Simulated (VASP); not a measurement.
Wanted: the native input for a VASP 6.6.1 run.

- Task: single point
- Functional: PBE
- Potentials or basis: VASP PAW PBE potentials, release 64 (Sb)
- Cutoff: 520 eV
- k mesh: 10 × 10 × 10
- Occupations: gaussian, width 0.026 eV
- Spin: no spin polarisation
- Dipole correction: no
- Further INCAR settings: ALGO = Normal; EDIFF = 1e-07; NBANDS = 8

The structure of Sb lies in POSCAR:

```
Sb
1.0
    0.0000000000      2.3712425216      2.3712425216
    2.3712425216      0.0000000000      2.3712425216
    2.3712425216      2.3712425216      0.0000000000
Sb
1
Direct
    0.0000000000      0.0000000000      0.0000000000
```

The input as run:

INCAR

```
SYSTEM = Sb
PREC = Accurate ; ENCUT = 520
EDIFF = 1E-7 ; ISMEAR = 0
SIGMA = 0.026000000000000002 ; LREAL = .False.
LASPH = .True. ; NELM = 100
ALGO = Normal ; ISIF = 2
LWAVE = .False. ; LCHARG = .False.
GGA = PE ; NBANDS = 8
```

KPOINTS

```
regular mesh
0
Gamma
  10 10 10
  0 0 0
```

Potentials or basis: VASP PAW PBE potentials, release 64 (Sb).

The run is started by

```console
$ cat potpaw_PBE.64/Sb/POTCAR > POTCAR
$ mpirun -np 1 vasp_std > vasp.out
```

It gave:

```yaml
Pressure: 1.8 GPa
```

Run time: 10 s on 1 thread of AMD EPYC 7R43 64-Core Processor (Zen 3), on a shared host, peak memory 0.12 GiB.
